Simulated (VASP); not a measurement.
# AgB2: electric field gradients with PBEsol

AgB2:

```
Ag B
1.0
     3.01987    0.00000    0.00000
    -1.50993    2.61528    0.00000
     0.00000    0.00000    3.26146
Ag B
1 2
Direct
  0.00000 0.00000 0.00000
  0.33333 0.66667 0.50000
  0.66667 0.33333 0.50000
```

This cell differs from its parent crystal: volume scaled by 1.02.

| Item | Value |
| --- | --- |
| Program | VASP 6.6.1 |
| Task | electric field gradients |
| Functional | PBEsol |
| Potentials or basis | VASP PAW PBE potentials, release 64 (Ag, B) |
| Cutoff | 520 eV |
| k mesh | 16 × 16 × 13 |
| Occupations | fermi-dirac, width 0.05 eV |
| Spin | no spin polarisation |
| Dipole correction | no |
| Further INCAR settings | ALGO = Normal; EDIFF = 1e-08; NBANDS = 16 |

```json
{
  "Pressure": "39.9 GPa"
}
```

Stress tensor (GPa, compression positive):
```
29.49  0.00  0.00
 0.00 29.49  0.00
 0.00  0.00 60.66
```

Levels at points of the mesh, in eV from the Fermi level:
```tsv
k point	band 4	band 5	band 6	band 7	band 8	band 9	band 10	band 11	band 12	band 13
(0.00, 0.00, 0.00)	-6.53	-5.02	-5.02	-3.20	1.07	1.07	5.51	5.52	5.52	7.07
(0.50, 0.00, 0.00)	-7.06	-5.31	-4.49	-3.29	-3.27	2.88	4.22	6.02	6.20	10.11
```

Electric field gradients, principal values (V/Å²):
| atom | least | middle | greatest (by size) |
| --- | --- | --- | --- |
| 1 Ag | 35.743 | 35.744 | -71.487 |
| 2 B | -14.632 | -14.632 | 29.264 |
| 3 B | -14.632 | -14.632 | 29.264 |

It took 120 s on 1 thread of AMD EPYC 7R43 64-Core Processor (Zen 3), on a shared host, peak memory 0.17 GiB.

Caveat: without QUAD_EFG the Cq values of the log hold for a quadrupole moment of 1 mb, not for the nuclei; the PAW data sets were made with another functional, which shifts forces and pressure a little.
